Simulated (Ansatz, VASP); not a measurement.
# LuTl3 in VASP and in Ansatz

```xyz
4
Lattice="4.6530 0.0000 0.0000 0.0000 4.6530 0.0000 0.0000 0.0000 4.7461" Properties=species:S:1:pos:R:3 pbc="T T T"
Lu    0.0000    0.0000    0.0000
Tl    0.0000    2.3265    2.3730
Tl    2.3265    0.0000    2.3730
Tl    2.3265    2.3265    0.0000
```

Change from the starting cell: zz strain of +2 %, crystal datasets.

Alike in both runs: task electric field gradients; functional PBEsol; k mesh 7 × 7 × 7; occupations fermi-dirac, width 0.08 eV; no spin polarisation.

|  | VASP | Ansatz |
| --- | --- | --- |
| version | VASP 6.6.1 | Ansatz 0.2.0 |
| potentials or method | VASP PAW PBE potentials, release 64 (Lu, Tl_d), cutoff 520 eV | all-electron PAW with datasets made for the crystal, scalar-relativistic |

|  | VASP | Ansatz | Ansatz less VASP |
| --- | --- | --- | --- |
| pressure (GPa) | -1.3 | -1.3 | +0.02 |
| traceless stress, the component that is largest in VASP (GPa) | -0.08 | -0.08 | +0.003 |
| size of Vzz on the site where it differs most (V/Å²) | 264.7 | 262.4 | -2.23 |

VASP's potentials were made for PBE, not for PBEsol. Ansatz ran all-electron here, and VASP with PAW potentials.

Spin-orbit coupling is off throughout.
